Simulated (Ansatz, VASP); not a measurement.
Two plane-wave programs on ScAl7N8

```
CELL_PARAMETERS angstrom
6.33897 0.00000 0.00000
-3.16949 5.48971 0.00000
0.00000 0.00000 10.09987
ATOMIC_POSITIONS crystal
Al 0.33646 0.16354 0.25091
Al 0.33646 0.16354 0.75091
Al 0.16792 0.83396 0.99955
Al 0.33646 0.67291 0.25091
Al 0.16792 0.83396 0.49955
Al 0.33646 0.67291 0.75091
Al 0.66604 0.33208 0.99955
Al 0.82709 0.16354 0.25091
Al 0.66604 0.33208 0.49955
Al 0.82709 0.16354 0.75091
Al 0.66604 0.83396 0.99955
Al 0.83333 0.66667 0.24915
Al 0.66604 0.83396 0.49955
Al 0.83333 0.66667 0.74915
Sc 0.16667 0.33333 0.99665
Sc 0.16667 0.33333 0.49665
N 0.16667 0.33333 0.20730
N 0.34392 0.15608 0.43817
N 0.16667 0.33333 0.70730
N 0.34392 0.15608 0.93817
N 0.16534 0.83267 0.18954
N 0.34392 0.68783 0.43817
N 0.16534 0.83267 0.68954
N 0.34392 0.68783 0.93817
N 0.66733 0.33466 0.18954
N 0.81217 0.15608 0.43817
N 0.66733 0.33466 0.68954
N 0.81217 0.15608 0.93817
N 0.66733 0.83267 0.18954
N 0.83333 0.66667 0.44040
N 0.66733 0.83267 0.68954
N 0.83333 0.66667 0.94040
```

Alike in both runs: functional PBE; k mesh 4 × 4 × 3; no spin polarisation.

Ansatz relaxed the structure, and its values are those at the end. VASP's run is a single point on that final structure, the one shown.

```csv
,VASP,Ansatz
version,VASP 6.6.1,Ansatz 0.2.0
potentials or method,"VASP PAW PBE potentials, release 64 (Al, Sc_sv, N)","scalar-relativistic, plane waves, PAW"
plane-wave cutoff (eV),520,420
occupations,"gaussian, width 0.01 eV",fixed
valence electrons in the cell,144,144
```

VASP gave:

* gap on the k mesh at the Fermi level (eV): 3.99
* least direct gap on the mesh (eV): 3.99
* pressure (GPa): 1.8
* rms of the force components (eV/Å): 0.019

Question: What did Ansatz give for the same quantities?

Answer: gap on the k mesh at the Fermi level (eV): 3.98; least direct gap on the mesh (eV): 3.98; pressure (GPa): 1.9; rms of the force components (eV/Å): 0.000.

Ansatz's warnings: stress scf threshold loose.
